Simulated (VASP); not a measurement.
WC: vibrations by perturbation theory with PBEsol

The system is WC.

```
W C
1.0
     2.89844    0.00000    0.00000
    -1.44922    2.51012    0.00000
     0.00000    0.00000    2.82803
W C
1 1
Direct
  0.00000 0.00000 0.00000
  0.66667 0.33333 0.50000
```

```json
{
  "Program": "VASP 6.6.1",
  "Task": "vibrations by perturbation theory",
  "Functional": "PBEsol",
  "Potentials or basis": "VASP PAW PBE potentials, release 64 (W_sv, C)",
  "Cutoff": "520 eV",
  "k mesh": "15 × 15 × 12",
  "Occupations": "gaussian, width 0.15 eV",
  "Spin": "no spin polarisation",
  "Dipole correction": "no",
  "Further INCAR settings": "ALGO = Normal; EDIFF = 1e-08; IBRION = 8; NSW = 1"
}
```

* Highest phonon frequency at Γ: 625 cm⁻¹

Phonon frequencies in cm⁻¹ (negative: imaginary):
```
              q point        frequencies
(0.000, 0.000, 0.000)  0 0 0 595 625 625
```

It took 6.1 min on 1 thread of Intel(R) Xeon(R) Platinum 8488C (Sapphire Rapids) (shared host), peak memory 0.55 GiB.

Caveat: the cell stands under pressure or tension, which shifts response properties.
